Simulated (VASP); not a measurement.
Tl, 2 atoms in the cell. It takes space group P6_3/mmc (No. 194, hexagonal). Conventional cell: a = 3.590 Å, b = 3.590 Å, c = 5.642 Å, α = 90.00°, β = 90.00°, γ = 120.00°. Tl (site symmetry -6m2) has 12 Tl at 3.50 to 3.59 Å within 4.6 Å. 

| Item | Value |
| --- | --- |
| Program | VASP 6.6.1 |
| Task | single point |
| Functional | PBE |
| Potentials or basis | VASP PAW PBE potentials, release 64 (Tl_d) |
| Cutoff | 520 eV |
| k mesh | 10 × 10 × 6 |
| Occupations | gaussian, width 0.03 eV |
| Spin | no spin polarisation |
| Dipole correction | no |
| Further INCAR settings | ALGO = Normal; EDIFF = 1e-07; NBANDS = 20 |

Potentials or basis: VASP PAW PBE potentials, release 64 (Tl_d).

Launch:

```console
$ cat potpaw_PBE.64/Tl_d/POTCAR > POTCAR
$ mpirun -np 1 vasp_std > vasp.out
```

Hardware: 1 thread of Intel(R) Xeon(R) Platinum 8259CL CPU @ 2.50GHz (Skylake/Cascade Lake) (shared host).

Estimate the wall time of this run.

Run time: 41 s on 1 thread of Intel(R) Xeon(R) Platinum 8259CL CPU @ 2.50GHz (Skylake/Cascade Lake), with other jobs on the host, peak memory 0.2 GiB. Counts: scf iterations 12, k points 56.
